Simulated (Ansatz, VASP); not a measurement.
## KF: VASP beside Ansatz

```xyz
2
Lattice="0.0133 2.6608 2.6608 2.6608 0.0133 2.6608 2.6608 2.6608 0.0133" Properties=species:S:1:pos:R:3 pbc="T T T"
K     0.0000    0.0000    0.0000
F     2.6675    2.6675    2.6675
```

Change from the starting cell: equal xy, yz and zx engineering shears of +0.5 %.

Alike in both runs: task relaxation of the atoms; functional PBEsol; k mesh 8 × 8 × 8; no spin polarisation.

```csv
,VASP,Ansatz
version,VASP 6.6.1,Ansatz 0.2.0
potentials or method,"VASP PAW PBE potentials, release 64 (K_sv, F), cutoff 520 eV","all-electron LAPW, scalar-relativistic"
occupations,"gaussian, width 0.01 eV",fixed
```

```tsv
	VASP	Ansatz	Ansatz less VASP
gap on the k mesh at the Fermi level, each at its own relaxed structure (eV)	6.13	6.14	+0.012
```

VASP's potentials were made for PBE, not for PBEsol. Ansatz ran all-electron here, and VASP with PAW potentials.

Noted on VASP's run: the relaxation stopped at its first step, so nothing moved.
